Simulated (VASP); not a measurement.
Runs of VASP 6.6.1 on WSe. The structure is that of space group F-43m (No. 216), or close to it. The cells are those of the table. 

```csv
task,spin,cell,k mesh,cutoff (eV),gap on the mesh (eV),pressure (GPa),moment (μB)
single point,off,"a = 4.015 Å, angles 60.0°, 2 atoms",12 × 12 × 12,520,none,-1.6,-
single point,collinear,"a = 4.015 Å, angles 60.0°, 2 atoms",12 × 12 × 12,520,none,0.2,1.28
relaxation of cell and atoms,off,"relaxed from a = 4.015 Å, angles 60.0°, 2 atoms",12 × 12 × 12,600,none,0.0,-
single point,collinear,"a = 3.727 Å, angles 60.0°, 2 atoms",12 × 12 × 12,520,none,(b),0.00
single point,collinear,"a = 3.961 Å, angles 60.0°, 2 atoms",12 × 12 × 12,520,none,3.8,(c)
single point,collinear,"a = 4.019 Å, angles 60.0°, 2 atoms",6 × 6 × 6,520,none,(a),0.00
single point,off,"a = 3.905 Å, angles 60.0°, 2 atoms",12 × 12 × 12,520,none,10.3,-
```

Alike in all rows: level PBE; potentials or basis VASP PAW PBE potentials, release 64 (W_sv, Se); smearing gaussian 0.1 eV.

Task: Estimate the missing entries.

Result: (a) -1.8; (b) 41.9; (c) 0.33.

Caveats: spin-orbit coupling is left out, which moves the levels of the heavy elements; the cell stands under pressure (at least some runs).

A k mesh can miss the band edges, and the runs leave out spin-orbit coupling on Se, W.

A gap of «none» marks levels without a gap at the run's occupations.
